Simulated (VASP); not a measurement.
Runs of VASP 6.6.1 on Na. The structure is that of space group Fm-3m (No. 225), or close to it. The cells are those of the table. 

| cell | gap on the mesh (eV) | pressure (GPa) |
| --- | --- | --- |
| a = 3.698 Å, angles 119.8, 119.8, 90.4°, 1 atom | none | (a) |
| a = 3.518 Å, angles 119.8, 119.8, 90.4°, 1 atom | none | 0.8 |
| a = 3.427 Å, angles 119.8, 119.8, 90.4°, 1 atom | none | 1.9 |
| a = 3.788 Å, angles 119.8, 119.8, 90.4°, 1 atom | none | -1.1 |

Alike in all rows: task single point; level LDA; potentials or basis VASP PAW LDA potentials, release 64 (Na_pv); no spin polarisation; k mesh 18 × 18 × 18; cutoff (eV) 520; smearing gaussian 0.15 eV.

Estimate the missing entries.

(a) -0.7.

A gap of «none» marks levels without a gap at the run's occupations.
